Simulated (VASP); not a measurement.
Input of a VASP 6.6.1 run:

File POSCAR:

```
Se
1.0
    4.5211108812      0.0000000000      0.0000000000
   -2.2605554406      3.9153968765      0.0000000000
    0.0000000000      0.0000000000      5.6835266207
Se
4
Direct
    0.0000000000      0.0000000000      0.2500000000
    0.0000000000      0.0000000000      0.7500000000
    0.3333333333      0.6666666667      0.7500000000
    0.6666666667      0.3333333333      0.2500000000
```

The input INCAR.step1:

```
SYSTEM = Se
PREC     = Accurate       ! precision mode
ENCUT    = 600            ! plane-wave cutoff, eV
ISMEAR   = 0              ! smearing method
SIGMA    = 0.1            ! smearing width, eV
LREAL    = .FALSE.        ! projectors in reciprocal space
LASPH    = .TRUE.         ! aspherical terms in the spheres
NELM     = 100            ! most SCF steps
GGA      = PE             ! functional
ALGO     = Normal         ! electronic algorithm
EDIFF    = 1E-4           ! SCF threshold, eV
LWAVE    = .TRUE.         ! write WAVECAR
LCHARG   = .FALSE.        ! write CHGCAR
```

File INCAR.step2:

```
SYSTEM = Se
PREC     = Accurate       ! precision mode
ENCUT    = 600            ! plane-wave cutoff, eV
EDIFF    = 1E-6           ! SCF threshold, eV
ISMEAR   = 0              ! smearing method
SIGMA    = 0.1            ! smearing width, eV
LREAL    = .FALSE.        ! projectors in reciprocal space
LASPH    = .TRUE.         ! aspherical terms in the spheres
NELM     = 100            ! most SCF steps
ALGO     = Normal         ! electronic algorithm
ISIF     = 3              ! what is computed and relaxed
LWAVE    = .FALSE.        ! write WAVECAR
LCHARG   = .FALSE.        ! write CHGCAR
METAGGA  = R2SCAN         ! meta-GGA
LMIXTAU  = .TRUE.       
IBRION   = 2              ! ionic algorithm
NSW      = 90             ! ionic steps
EDIFFG   = -0.04          ! ionic threshold
ISTART   = 1
```

The input KPOINTS:

```
regular mesh
0
G
  6 6 4
  0 0 0
```

Potentials or basis: VASP PAW PBE potentials, release 64 (Se).

Command:

```bash
$ cat potpaw_PBE.64/Se/POTCAR > POTCAR
$ cp INCAR.step1 INCAR
$ mpirun -np 1 vasp_std > vasp.out
$ cp INCAR.step2 INCAR
$ mpirun -np 1 vasp_std > vasp.out
```

Q: Predict the space group after relaxing (to 0.1 Å).

A: P6_3/mmc (No. 194).

Q: Predict the relaxed volume.

A: 25.02 Å³/atom.

Final structure:
```cif
data_structure
_symmetry_space_group_name_H-M 'P 1'
_symmetry_Int_Tables_number 1
_cell_length_a 4.6372
_cell_length_b 4.6372
_cell_length_c 5.3732
_cell_angle_alpha 90.000
_cell_angle_beta 90.000
_cell_angle_gamma 120.000
_cell_volume 100.06
loop_
_atom_site_label
_atom_site_type_symbol
_atom_site_fract_x
_atom_site_fract_y
_atom_site_fract_z
_atom_site_occupancy
Se1 Se 0.00000 0.00000 0.25000 1
Se2 Se 0.00000 0.00000 0.75000 1
Se3 Se 0.33333 0.66667 0.75000 1
Se4 Se 0.66667 0.33333 0.25000 1
```

Caveat: the highest band is partly filled, so the run has too few bands; the PAW data sets were made with another functional, which shifts forces and pressure a little.
